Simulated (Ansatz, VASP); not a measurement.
## Two plane-wave programs on Rh

The input INCAR:

```
SYSTEM = Rh
PREC = Accurate ; ENCUT = 520
EDIFF = 1E-6 ; ISMEAR = -1
SIGMA = 0.1 ; LREAL = .False.
LASPH = .True. ; NELM = 80
ALGO = Normal ; ISIF = 2
LWAVE = .False. ; LCHARG = .True.
GGA = PE ; LELF = .True.
LVHAR = .True. ; NBANDS = 30
```

KPOINTS

```
regular mesh
0
Gamma
  11 11 16
  0 0 0
```

File POSCAR:

```
Rh
1.0
    4.2800984830      0.0000000000      0.0000000000
   -2.1400492415      3.7066740170      0.0000000000
    0.0000000000      0.0000000000      2.6265779843
Rh
3
Direct
    1.0000000000      1.0000000000      0.0000000000
    0.3333333333      0.6666666667      0.5000000000
    0.6666666667      0.3333333333      0.5000000000
```

Input for Ansatz:

```yaml
crystal:
  lattice:
    - [4.280098483, 0.0, 0.0]
    - [-2.1400492415, 3.706674017, 0.0]
    - [0.0, 0.0, 2.6265779843]
  atoms:
    - { symbol: Rh, position: [1.0, 1.0, 0.0] }
    - { symbol: Rh, position: [0.3333333333, 0.6666666667, 0.5] }
    - { symbol: Rh, position: [0.6666666667, 0.3333333333, 0.5] }
hamiltonian:
  xc: pbe
  pseudopotentials:
    kind: paw
    azcp:
      Rh: "pseudopotentials/Rh.paw.azcp"
basis:
  ecutwfc: 420
  fft_grid_basis: typed
kpoints:
  mp_grid: { grid: [11, 11, 16], shift: [0, 0, 0] }
magnetization:
  spin_polarized: false
scf:
  occupations: { method: fermi_dirac, width: 0.1 }
output:
  stress: true
```

Alike in both runs: task single point; functional PBE; k mesh 11 × 11 × 16; occupations fermi-dirac, width 0.1 eV; no spin polarisation.

|  | VASP | Ansatz |
| --- | --- | --- |
| version | VASP 6.6.1 | Ansatz 0.2.0 |
| potentials or method | VASP PAW PBE potentials, release 64 (Rh_pv), cutoff 520 eV | plane waves (420 eV) with PAW, scalar-relativistic |
| valence electrons in the cell | 45 | 51 |

|  | VASP | Ansatz | Ansatz less VASP |
| --- | --- | --- | --- |
| pressure (GPa) | 10.7 | 10.7 | -0.05 |
| traceless stress, the component that is largest in VASP (GPa) | -1.21 | -1.13 | +0.087 |

VASP's potentials hold 45 valence electrons a cell and Ansatz's 51, so a difference there can come from the potentials and not from the codes.
